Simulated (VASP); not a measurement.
Write the native input for VASP 6.6.1 that does the following.

```
Task                   : single point
Functional             : r2SCAN
Potentials or basis    : VASP PAW PBE potentials, release 64 (Ca_sv, O)
Cutoff                 : 520 eV
k mesh                 : 6 × 6 × 4
Occupations            : gaussian, width 0.01 eV
Spin                   : no spin polarisation
Dipole correction      : no
Further INCAR settings : ALGO = Normal; EDIFF = 1e-06; NBANDS = 24
```

CaO:

```
Ca O
1.0
     4.02025    0.00000    0.00000
    -2.01013    3.48164    0.00000
     0.00000    0.00000    4.81768
Ca O
2 2
Direct
  0.33333 0.66667 0.93750
  0.66667 0.33333 0.43750
  0.33333 0.66667 0.43750
  0.66667 0.33333 0.93750
```

The input as run:

POSCAR

```
CaO
1.0
    4.0202548013      0.0000000000      0.0000000000
   -2.0101274007      3.4816427876      0.0000000000
    0.0000000000      0.0000000000      4.8176792605
Ca O
2 2
Direct
    0.3333333333      0.6666666667     -0.0625000000
    0.6666666667      0.3333333333      0.4375000000
    0.3333333333      0.6666666667      0.4375000000
    0.6666666667      0.3333333333      0.9375000000
```

INCAR.step1

```
SYSTEM = CaO
PREC = Accurate
ENCUT = 520
ISMEAR = 0
SIGMA = 0.01
LREAL = .FALSE.
LASPH = .TRUE.
NELM = 60
NBANDS = 24
GGA = PE
ALGO = Normal
EDIFF = 1E-4
LWAVE = .TRUE.
LCHARG = .FALSE.
```

INCAR.step2

```
SYSTEM = CaO
PREC = Accurate
ENCUT = 520
EDIFF = 1E-6
ISMEAR = 0
SIGMA = 0.01
LREAL = .FALSE.
LASPH = .TRUE.
NELM = 60
ALGO = Normal
ISIF = 2
LWAVE = .FALSE.
LCHARG = .FALSE.
METAGGA = R2SCAN
LMIXTAU = .TRUE.
NBANDS = 24
ISTART = 1
```

KPOINTS

```
regular mesh
0
G
  6 6 4
  0 0 0
```

Potentials or basis: VASP PAW PBE potentials, release 64 (Ca_sv, O).

Launch:

```bash
$ cat potpaw_PBE.64/Ca_sv/POTCAR potpaw_PBE.64/O/POTCAR > POTCAR
$ cp INCAR.step1 INCAR
$ mpirun -np 1 vasp_std > vasp.out
$ cp INCAR.step2 INCAR
$ mpirun -np 1 vasp_std > vasp.out
```

Results of the run:

```yaml
Pressure: -1.8 GPa
Band_gap_on_the_k_mesh: 3.51 eV
```

Caveat: the structure was generated, so it needn't be the stable form of CaO; the PAW data sets were made with another functional, which shifts forces and pressure a little.

It took 63 s on 1 thread of Intel(R) Xeon(R) 6975P-C (Granite Rapids), on a shared host, peak memory 0.19 GiB.
